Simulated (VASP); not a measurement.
Set up this calculation in VASP 6.6.1, as the native input.

```
Task                   : single point
Functional             : r2SCAN
Potentials or basis    : VASP PAW PBE potentials, release 64 (Ni)
Cutoff                 : 520 eV
k mesh                 : 22 × 22 × 22
Occupations            : gaussian, width 0.1 eV
Spin                   : collinear spin, ferromagnetic start
Starting moments       : [0.87] μB
Dipole correction      : no
Further INCAR settings : ALGO = Normal; EDIFF = 1e-07; NBANDS = 15
```

Crystal: Ni.

```
Ni
1.0
    -1.46047    1.46047    1.24453
     1.46047   -1.46047    1.24453
     1.46047    1.46047   -1.24453
Ni
1
Direct
  0.00000 0.00000 0.00000
```

The input as run:

POSCAR

```
Ni
1.0
   -1.4604677958      1.4604677958      1.2445311179
    1.4604677958     -1.4604677958      1.2445311179
    1.4604677958      1.4604677958     -1.2445311179
Ni
1
Direct
    0.0000000000      0.0000000000      0.0000000000
```

INCAR.step1

```
SYSTEM = Ni
PREC     = Accurate       ! precision mode
ENCUT    = 520            ! plane-wave cutoff, eV
ISMEAR   = 0              ! smearing method
SIGMA    = 0.1            ! smearing width, eV
LREAL    = .False.        ! projectors in reciprocal space
LASPH    = .True.         ! aspherical terms in the spheres
NELM     = 150            ! most SCF steps
ISPIN    = 2              ! spin polarisation
MAGMOM   = 0.87           ! initial moments
LMAXMIX  = 4              ! l up to which the mixer works
NBANDS   = 15             ! bands
GGA      = PE             ! functional
ALGO     = Normal         ! electronic algorithm
EDIFF    = 1E-4           ! SCF threshold, eV
LWAVE    = .True.         ! write WAVECAR
LCHARG   = .False.        ! write CHGCAR
```

INCAR.step2

```
SYSTEM = Ni
PREC     = Accurate       ! precision mode
ENCUT    = 520            ! plane-wave cutoff, eV
EDIFF    = 1E-7           ! SCF threshold, eV
ISMEAR   = 0              ! smearing method
SIGMA    = 0.1            ! smearing width, eV
LREAL    = .False.        ! projectors in reciprocal space
LASPH    = .True.         ! aspherical terms in the spheres
NELM     = 150            ! most SCF steps
ALGO     = Normal         ! electronic algorithm
ISIF     = 2              ! what is computed and relaxed
LWAVE    = .False.        ! write WAVECAR
LCHARG   = .False.        ! write CHGCAR
ISPIN    = 2              ! spin polarisation
MAGMOM   = 0.87           ! initial moments
LORBIT   = 11             ! projections on sites
LMAXMIX  = 4              ! l up to which the mixer works
METAGGA  = R2SCAN         ! meta-GGA
LMIXTAU  = .True.       
NBANDS   = 15             ! bands
ISTART   = 1
```

KPOINTS

```
Automatic mesh
0
Gamma
  22 22 22
  0 0 0
```

Potentials or basis: VASP PAW PBE potentials, release 64 (Ni).

Command:

```console
$ cat potpaw_PBE.64/Ni/POTCAR > POTCAR
$ cp INCAR.step1 INCAR
$ mpirun -np 1 vasp_std > vasp.out
$ cp INCAR.step2 INCAR
$ mpirun -np 1 vasp_std > vasp.out
```

It gave:

```yaml
Pressure: 0.3 GPa
Net_moment: 0.67 μB per cell
Site_moments: Ni +0.69 μB
Valence_electrons_inside_the_program's_atomic_spheres: Ni 9.40
```

Caveat: the PAW data sets were made with another functional, which shifts forces and pressure a little.

Wall time 17 min on 1 thread of Intel(R) Xeon(R) Platinum 8259CL CPU @ 2.50GHz (Skylake/Cascade Lake), with other jobs on the host, peak memory 0.3 GiB.
